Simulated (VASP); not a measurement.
Set up this calculation in VASP 6.6.1, as the native input.

- Task: single point
- Functional: PBEsol
- Potentials or basis: VASP PAW PBE potentials, release 64 (Te)
- Cutoff: 520 eV
- k mesh: 8 × 8 × 8
- Occupations: fermi-dirac, width 0.05 eV
- Spin: no spin polarisation
- Dipole correction: no
- Further INCAR settings: ALGO = Normal; EDIFF = 1e-07; NBANDS = 13

The structure of Te lies in POSCAR:

```
Te
1.0
    0.0000000000      3.3095529740      3.3095529740
    3.3095529740      0.0000000000      3.3095529740
    3.3095529740      3.3095529740      0.0000000000
Te
2
Direct
   -0.1925000000     -0.1025000000     -0.1025000000
    0.1925000000      0.1025000000      0.1025000000
```

This cell differs from its parent crystal: shortest bond scaled by 0.82.

The input as run:

INCAR

```
PREC     = Accurate       # precision mode
ENCUT    = 520            # plane-wave cutoff, eV
EDIFF    = 1E-7           # SCF threshold, eV
ISMEAR   = -1             # smearing method
SIGMA    = 0.05           # smearing width, eV
LREAL    = False          # projectors in reciprocal space
LASPH    = True           # aspherical terms in the spheres
NELM     = 80             # most SCF steps
ALGO     = Normal         # electronic algorithm
ISIF     = 2              # what is computed and relaxed
LWAVE    = False          # write WAVECAR
LCHARG   = False          # write CHGCAR
GGA      = PS             # functional
NBANDS   = 13             # bands
```

KPOINTS

```
regular mesh
0
Gamma
  8 8 8
```

Potentials or basis: VASP PAW PBE potentials, release 64 (Te).

Run with:

```console
$ cat potpaw_PBE.64/Te/POTCAR > POTCAR
$ mpirun -np 1 vasp_std > vasp.out
```

It gave:

```yaml
Pressure: 16.5 GPa
Largest_force: 5.108 eV/Å
Band_gap_on_the_k_mesh: zero (band 6 reaches 6.33 eV, above the bottom of band 7 at 3.37 eV)
```

Caveat: the cell differs from its parent crystal (shortest bond scaled by 0.82); the PAW data sets were made with another functional, which shifts forces and pressure a little; spin-orbit coupling is left out, which moves the levels of the heavy elements.

Wall time 46 s on 1 thread of Intel Xeon 6975P-C, with other jobs on the host, peak memory 0.22 GiB.
